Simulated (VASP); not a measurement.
# BN (Cm) in VASP: notebook

The runs below take BN through single point, with PBE+D3(BJ).

Everything below comes from runs of VASP 6.6.1. Logs are shortened: lines on timing, memory, paths and dates and some standing lists are left out, and cuts for length are marked.

### 1 The cell of the first run

The structure is monoclinic, space group Cm (No. 8). The conventional cell has a = 4.341 Å, b = 2.506 Å, c = 6.597 Å, α = 90.00°, β = 90.00°, γ = 90.00°. B (site symmetry m) has 1 N at 1.17 Å within 1.6 Å. Within 1.9 Å of B (site symmetry m) lie 3 N at 1.45 Å. Within 1.9 Å of N (site symmetry m) lie 3 B at 1.45 Å. Within 1.6 Å of N (site symmetry m) lie 1 B at 1.17 Å.

### 2 Single point, PBE+D3(BJ) (atom 1 (B) moved by -0.384 Å along [1 2 0] and -0.480 Å along [0 0 1])

INCAR reads:

```
ALGO     = Normal         # electronic algorithm
EDIFF    = 1E-6           # SCF threshold, eV
ENCUT    = 520            # plane-wave cutoff, eV
GGA      = PE             # functional
ISIF     = 2              # what is computed and relaxed
ISMEAR   = 0              # smearing method
IVDW     = 12             # dispersion correction
LASPH    = True           # aspherical terms in the spheres
LCHARG   = False          # write CHGCAR
LREAL    = False          # projectors in reciprocal space
LWAVE    = False          # write WAVECAR
NBANDS   = 16             # bands
NELM     = 80             # most SCF steps
PREC     = Accurate       # precision mode
SIGMA    = 0.05           # smearing width, eV
```

KPOINTS reads:

```
k-points
0
Gamma
  12 12 4
```

POSCAR reads:

```
BN
1.0
    2.5061233057      0.0000000000      0.0000000000
   -1.2530616528      2.1703664477      0.0000000000
    0.0000000000      0.0000000000      6.5973571420
B N
2 2
Direct
   -0.0884643237     -0.1769286474      0.4272435932
    0.3333333333      0.6666666667      0.0000000000
    0.0000000000      0.0000000000      0.0000000000
    0.6666666667      0.3333333333      0.5000000000
```

Potentials or basis: VASP PAW PBE potentials, release 64 (B, N).

On the command line:

```sh
$ cat potpaw_PBE.64/B/POTCAR potpaw_PBE.64/N/POTCAR > POTCAR
$ mpirun -np 1 vasp_std > vasp.out
```

OUTCAR:

```text
EDIFF = 1E-6
   ENCUT = 520
   GGA = PE
   ISIF = 2
   ISMEAR = 0
   IVDW = 12
   LASPH = True
   LREAL = False
   NELM = 80
   PREC = Accurate
 IVDW          = 12

 ion  position               nearest neighbor table
   1  0.912  0.823  0.427-   4 1.17   4 1.74   4 1.74
   2  0.333  0.667  0.000-   3 1.45   3 1.45   3 1.45
   3  0.000  0.000  0.000-   2 1.45   2 1.45   2 1.45
   4  0.667  0.333  0.500-   1 1.17   1 1.74   1 1.74

  LATTYP: Found a hexagonal cell.
 ALAT       =     2.5061233057
 C/A-ratio  =     2.6324950281

  Lattice vectors:

 A1 = (   2.5061233057,   0.0000000000,   0.0000000000)
 A2 = (  -1.2530616528,   2.1703664477,   0.0000000000)
 A3 = (   0.0000000000,   0.0000000000,   6.5973571420)

Analysis of symmetry for initial positions (statically):
=====================================================================
 Subroutine PRICEL returns:
 Original cell was already a primitive cell.

 Routine SETGRP: Setting up the symmetry group for a
 hexagonal supercell.

 Subroutine GETGRP returns: Found  2 space group operations
 (whereof  2 operations were pure point group operations)
 out of a pool of 24 trial point group operations.

The static configuration has the point symmetry C_1h.

Analysis of symmetry for dynamics (positions and initial velocities):
=====================================================================
 Subroutine PRICEL returns:
 Original cell was already a primitive cell.

 Routine SETGRP: Setting up the symmetry group for a
 hexagonal supercell.

 Subroutine GETGRP returns: Found  2 space group operations
 (whereof  2 operations were pure point group operations)
 out of a pool of 24 trial point group operations.

The dynamic configuration has the point symmetry C_1h.

 Subroutine INISYM returns: Found  2 space group operations
 (whereof  2 operations are pure point group operations),
 and found     1 'primitive' translations

----------------------------------------------------------------------------------------

                                     Primitive cell

  volume of cell :      35.8844

  direct lattice vectors                    reciprocal lattice vectors
     2.506123306  0.000000000  0.000000000     0.399022665  0.230375843  0.000000000
    -1.253061653  2.170366448  0.000000000     0.000000000  0.460751686  0.000000000
     0.000000000  0.000000000  6.597357142     0.000000000  0.000000000  0.151575847

  length of vectors
     2.506123306  2.506123306  6.597357142     0.460751686  0.460751686  0.151575847

  position of ions in fractional coordinates (direct lattice)
     0.911535676  0.823071353  0.427243593
     0.333333333  0.666666667  0.000000000
     0.000000000  0.000000000  0.000000000
     0.666666667  0.333333333  0.500000000

  ion indices of the primitive-cell ions
   primitive index   ion index
                 1           1
                 2           2
                 3           3
                 4           4

----------------------------------------------------------------------------------------

 KPOINTS: k-points

Automatic generation of k-mesh.
 Grid dimensions read from file:
 generate k-points for:   12   12    4

 Generating k-lattice:

  Cartesian coordinates                     Fractional coordinates (reciprocal lattice)
     0.033251889  0.019197987  0.000000000     0.083333333 -0.000000000  0.000000000
     0.000000000  0.038395974  0.000000000     0.000000000  0.083333333  0.000000000
     0.000000000  0.000000000  0.037893962     0.000000000  0.000000000  0.250000000

  Length of vectors
     0.038395974  0.038395974  0.037893962

  Shift w.r.t. Gamma in fractional coordinates (k-lattice)
     0.000000000  0.000000000  0.000000000

 Subroutine IBZKPT returns following result:
 ===========================================

 Found    164 irreducible k-points:

 Following reciprocal coordinates:
            Coordinates               Weight
  0.000000  0.000000  0.000000      1.000000
  0.083333  0.000000  0.000000      4.000000
  0.000000  0.083333  0.000000      2.000000
  0.166667  0.000000  0.000000      4.000000
  0.000000  0.166667  0.000000      2.000000
  0.250000  0.000000  0.000000      4.000000
[... 16 lines left out ...]
 -0.083333  0.416667  0.000000      4.000000
 -0.416667  0.333333  0.000000      4.000000
 [... further k-points ...]
   k-points           NKPTS =    164   k-points in BZ     NKDIM =    164   number of bands    NBANDS=     16
   number of dos      NEDOS =    301   number of ions     NIONS =      4
   total plane-waves  NPLWV =  20000
   dimension x,y,z NGX =    20 NGY =   20 NGZ =   50
   dimension x,y,z NGXF=    40 NGYF=   40 NGZF=  100
   ions per type =               2   2
   NGX,Y,Z   is equivalent  to a cutoff of  13.27, 13.27, 12.60 a.u.
   NGXF,Y,Z  is equivalent  to a cutoff of  26.53, 26.53, 25.20 a.u.
 SYSTEM =  unknown system
   PREC   = accura    normal or accurate (medium, high low for compatibility)
   ISTART =      0    job   : 0-new  1-cont  2-samecut
   ICHARG =      2    charge: 1-file 2-atom 10-const
   ISPIN  =      1    spin polarized calculation?
   LNONCOLLINEAR =      F non collinear calculations
   LSORBIT =      F    spin-orbit coupling
   LASPH  =      T    aspherical Exc in radial PAW
   ENCUT  =  520.0 eV  38.22 Ry    6.18 a.u.   4.66  4.66 12.27*2*pi/ulx,y,z
   NELM   =     80;   NELMIN=  2; NELMDL= -5     # of ELM steps
   EDIFF  = 0.1E-05   stopping-criterion for ELM
   LREAL  =      F    real-space projection
   EDIFFG = 0.1E-04   stopping-criterion for IOM
   NSW    =      0    number of steps for IOM
   IBRION =     -1    ionic relax: 0-MD 1-quasi-New 2-CG
   NFREE  =      0    steps in history (QN), initial steepest desc. (CG)
   ISIF   =      2    stress and relaxation
   ISYM   =      2    0-nonsym 1-usesym 2-fastsym
   POTIM  = 0.5000    time-step for ionic-motion
   TEBEG  =    0.0;   TEEND  =   0.0 temperature during run
   PSTRESS=    0.0 pullay stress
   NELECT =      16.0000    total number of electrons
   NUPDOWN=      -1.0000    fix difference up-down
   EMIN   =  10.00;   EMAX   =-10.00  energy-range for DOS
   EFERMI =   0.00;   METHOD = LEGACY
   ISMEAR =     0;   SIGMA  =   0.05  broadening in eV -4-tet -1-fermi 0-gaus
   EFERMI_NEDOS =   21; number of points for ismear=-14 and -15
   IALGO  =     38    algorithm
   IMIX   =      4    mixing-type and parameters
     AMIX     =   0.40;   BMIX     =  1.00
     AMIX_MAG =   1.60;   BMIX_MAG =  1.00
  volume/ion in A,a.u.               =       8.97        60.54
  Fermi-wavevector in a.u.,A,eV,Ry     =   1.250680  2.363443 21.282251  1.564201
  Thomas-Fermi vector in A             =   2.384663
   LORBIT       =      0    0 simple, 1 ext, 2 COOP (PROOUT), +10 PAW based schemes
   GGA     = PE    functional components
   LHFCALC =     F    Hartree Fock is set to
   AEXX    =    0.0000 exact exchange contribution
   IVDW    =    12    specifies the selected vdW correction
   LEPSILON=     F    determine dielectric tensor
   LRPA    =     F    only Hartree local field effects (RPA)
 non-spin polarized calculation
 Gauss-broadening in eV      SIGMA  =   0.05
  energy-cutoff  :      520.00
  volume of cell :       35.88
 maximum number of plane-waves:       985
   NGX =  9   NGY =  9   NGZ = 25

 number of electron      15.9999998 magnetization

 Free energy of the ion-electron system (eV)
  ---------------------------------------------------
  ext. energy  EPLUGINS =         0.00000000
  ---------------------------------------------------
  free energy    TOTEN  =       -30.77537431 eV

  energy without entropy =      -30.77525600  energy(sigma->0) =      -30.77531515

 E-fermi :   5.0539     XC(G=0): -10.1923

 val. band max:        5.0045641253   @ k =   0.0000   0.0000   0.2500
 cond. band min:       5.0698584814   @ k =   0.0000   0.5000   0.5000
 fundamental gap:      0.0652943560
 Fermi energy:         5.0538747678

 k-point     1 :       0.0000    0.0000    0.0000
  band No.  band energies     occupation
      1     -16.0118      2.00000
      2     -14.5860      2.00000
      3      -4.3740      2.00000
      4      -1.4734      2.00000
      5       0.0677      2.00000
      6       0.3221      2.00000
[... 8 lines left out ...]
     15      14.1543      0.00000
     16      16.3768      0.00000

 k-point     2 :       0.0833    0.0000    0.0000
  band No.  band energies     occupation
      1     -15.8778      2.00000
      2     -14.4550      2.00000
      3      -4.1941      2.00000
      4      -1.3441      2.00000
      5      -0.2450      2.00000
      6      -0.1437      2.00000
[... 8 lines left out ...]
     15      14.4238      0.00000
     16      16.3785      0.00000

 k-point     3 :       0.0000    0.0833    0.0000
  band No.  band energies     occupation
      1     -15.8779      2.00000
      2     -14.4666      2.00000
      3      -4.1935      2.00000
      4      -1.3764      2.00000
      5      -0.2387      2.00000
      6      -0.1974      2.00000
[... 8 lines left out ...]
     15      14.4284      0.00000
     16      16.3944      0.00000

 k-point     4 :       0.1667    0.0000    0.0000
  band No.  band energies     occupation
      1     -15.4833      2.00000
      2     -14.0719      2.00000
      3      -3.6661      2.00000
      4      -1.6477      2.00000
      5      -1.1467      2.00000
      6      -0.6123      2.00000
[... 8 lines left out ...]
     15      15.4807      0.00000
     16      16.7527      0.00000
[... 324 lines left out ...]
 k-point    22 :       0.3333    0.0833    0.0000
  band No.  band energies     occupation
      1     -13.5764      2.00000
      2     -12.3334      2.00000
      3      -5.9377      2.00000
      4      -3.9752      2.00000
      5      -2.5289      2.00000
      6      -0.8707      2.00000
[... 8 lines left out ...]
     15      18.1721      0.00000
     16      18.8436      0.00000

 k-point    23 :      -0.0833    0.4167    0.0000
  band No.  band energies     occupation
      1     -13.5769      2.00000
      2     -12.5277      2.00000
      3      -5.9374      2.00000
      4      -4.4016      2.00000
      5      -2.5290      2.00000
      6      -0.8089      2.00000
[... 8 lines left out ...]
     15      17.0467      0.00000
     16      18.4758      0.00000

 k-point    24 :      -0.4167    0.3333    0.0000
  band No.  band energies     occupation
      1     -13.5761      2.00000
      2     -12.2723      2.00000
      3      -5.9380      2.00000
      4      -3.9566      2.00000
      5      -2.5273      2.00000
      6      -0.8667      2.00000
[... 8 lines left out ...]
     15      18.0700      0.00000
     16      18.6095      0.00000

 [... further k-points ...]

------------------------ aborting loop because EDIFF is reached ----------------------------------------

 Edisp (eV)   -0.57234

 E8    (eV) :    -0.1683

  FORCE on cell =-STRESS in cart. coord.  units (eV):
  Direction    XX          YY          ZZ          XY          YZ          ZX
  --------------------------------------------------------------------------------------
  -------------------------------------------------------------------------------------
  Total       1.49563    13.39411    -0.23498     0.00000    -8.85978    -0.00000
  in kB      66.77715   598.02430   -10.49130     0.00000  -395.57422    -0.00000
  external pressure =      218.10 kB  Pullay stress =        0.00 kB

 VOLUME and BASIS-vectors are now :
 -----------------------------------------------------------------------------
  energy-cutoff  :      520.00
  volume of cell :       35.88
      direct lattice vectors                 reciprocal lattice vectors
     2.506123306  0.000000000  0.000000000     0.399022665  0.230375843  0.000000000
    -1.253061653  2.170366448  0.000000000     0.000000000  0.460751686  0.000000000
     0.000000000  0.000000000  6.597357142     0.000000000  0.000000000  0.151575847

 POSITION                                       TOTAL-FORCE (eV/Angst)
 -----------------------------------------------------------------------------------
      1.25306      1.78637      2.81868         0.000000     18.673760     -0.238603
     -0.00000      1.44691      0.00000        -0.000000     -0.005548     -0.379396
      0.00000      0.00000      0.00000        -0.000000     -0.022440      0.301576
      1.25306      0.72346      3.29868        -0.000000    -18.645772      0.316422
 -----------------------------------------------------------------------------------
    total drift:                               -0.000001      0.000143      0.000367

  FREE ENERGIE OF THE ION-ELECTRON SYSTEM (eV)
  ---------------------------------------------------
  free  energy   TOTEN  =       -31.3477114383 eV

  energy  without entropy=      -31.3475931266  energy(sigma->0) =      -31.34765228
```

Wall time 38 s (1 thread of Intel Xeon 6975P-C (Granite Rapids), shared host); peak memory 0.21 GiB.

What came out:

```yaml
Free_energy: -31.3477 eV
Pressure: 21.8 GPa
Largest_force: 18.675 eV/Å
Band_gap_on_the_k_mesh: 0.07 eV, indirect (least direct gap 1.06 eV)
Dispersion_energy_per_atom: -0.143 eV
```

Forces in eV/Å, atoms in the order of the input:
```
B     0.000  18.674  -0.239
B     0.000  -0.006  -0.379
N     0.000  -0.022   0.302
N     0.000 -18.646   0.316
```

Caveat: the cell differs from its parent crystal (atom 1 (B) moved by -0.384 Å along [1 2 0] and -0.480 Å along [0 0 1]); forces of over 1 eV/Å act on the atoms, so gaps and moduli don't describe the material at rest. A k mesh can miss the band edges.

### 3 Single point, PBE+D3(BJ) (atom 1 (B) moved by +0.288 Å along [1 2 0] and -0.384 Å along [0 0 1])

INCAR reads:

```
ALGO = Normal
EDIFF = 1E-7
ENCUT = 520
GGA = PE
ISIF = 2
ISMEAR = 0
IVDW = 12
LASPH = True
LCHARG = False
LREAL = False
LWAVE = False
NBANDS = 16
NELM = 80
PREC = Accurate
SIGMA = 0.05
```

KPOINTS is that of step 2.

Edit POSCAR of step 2 so:

```diff
@@ -8,3 +8,3 @@
 Direct
-   -0.0884643237     -0.1769286474      0.4272435932
+    0.0663482428      0.1326964856      0.4417948746
     0.3333333333      0.6666666667      0.0000000000
```

Potentials or basis: VASP PAW PBE potentials, release 64 (B, N).

On the command line:

```sh
$ cat potpaw_PBE.64/B/POTCAR potpaw_PBE.64/N/POTCAR > POTCAR
$ mpirun -np 1 vasp_std > vasp.out
```

Wall time 39 s (1 thread of Intel Xeon 6975P-C (Granite Rapids), shared host); peak memory 0.21 GiB.

It converged, with:

- Free energy: -33.8566 eV
- Pressure: 4.4 GPa
- Largest force: 5.983 eV/Å
- Band gap on the k mesh: 0.94 eV, indirect (least direct gap 1.61 eV)
- Dispersion energy per atom: -0.143 eV

Forces in eV/Å, atoms in the order of the input:
```
B    0.000 -4.628  3.792
B    0.000  0.002 -0.318
N    0.000  0.021  0.262
N    0.000  4.605 -3.736
```

Stress tensor (GPa, compression positive):
```
14.26  0.00  0.00
 0.00  6.52  7.65
 0.00  7.65 -7.72
```

Levels at points of the mesh, in eV from the valence-band top:
| k point | band 4 | band 5 | band 6 | band 7 | band 8 | band 9 | band 10 | band 11 | band 12 | band 13 |
| --- | --- | --- | --- | --- | --- | --- | --- | --- | --- | --- |
| (0.00, 0.00, 0.00) | -6.26 | -5.17 | -4.20 | -4.20 | -0.03 | 1.58 | 6.49 | 7.70 | 8.72 | 8.73 |
| (0.50, 0.00, 0.00) | -10.82 | -6.99 | -4.05 | -3.92 | -2.88 | 0.99 | 2.38 | 5.54 | 6.98 | 10.02 |
| (0.00, 0.50, 0.00) | -9.88 | -7.00 | -6.85 | -4.24 | -3.46 | 1.92 | 3.51 | 6.74 | 7.14 | 9.97 |
| (0.00, 0.00, 0.50) | -7.14 | -5.17 | -4.20 | -4.20 | 0.00 | 2.98 | 5.72 | 6.74 | 8.72 | 8.73 |
| (0.50, 0.00, 0.50) | -10.84 | -6.99 | -4.04 | -3.78 | -2.88 | 0.94 | 1.92 | 5.68 | 7.10 | 10.44 |
| (0.00, 0.50, 0.50) | -9.89 | -6.99 | -6.86 | -4.03 | -3.57 | 1.78 | 3.20 | 6.80 | 7.38 | 9.76 |

Caveat: the cell differs from its parent crystal (atom 1 (B) moved by +0.288 Å along [1 2 0] and -0.384 Å along [0 0 1]); forces of over 1 eV/Å act on the atoms, so gaps and moduli don't describe the material at rest. A k mesh can miss the band edges.

(Continued in part 2 of 2.)
